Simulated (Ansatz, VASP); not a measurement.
# Two plane-wave programs on PbSe

```
Pb Se
1.0
     0.00000    3.07588    3.07588
     3.07588    0.00000    3.07588
     3.07588    3.07588    0.00000
Pb Se
1 1
Direct
  0.00000 0.00000 0.00000
  0.50000 0.50000 0.50000
```

Alike in both runs: functional r2SCAN; dispersion D4; k mesh 6 × 6 × 6; no spin polarisation.

Ansatz relaxed the structure, and its values are those at the end. VASP's run is a single point on that final structure, the one shown.

|  | VASP | Ansatz |
| --- | --- | --- |
| version | VASP 6.6.1 | Ansatz 0.2.0 |
| potentials or method | VASP PAW PBE potentials, release 64 (Pb_d, Se), cutoff 550 eV | plane waves, PAW |
| occupations | gaussian, width 0.01 eV | fixed |
| valence electrons in the cell | 20 | 30 |

|  | VASP | Ansatz | Ansatz less VASP |
| --- | --- | --- | --- |
| pressure (GPa) | 0.0 | 0.0 | -0.03 |

VASP's potentials were made for PBE, not for r2SCAN. VASP's potentials hold 20 valence electrons a cell and Ansatz's 30, so a difference there can come from the potentials and not from the codes.

Spin-orbit coupling is off throughout.
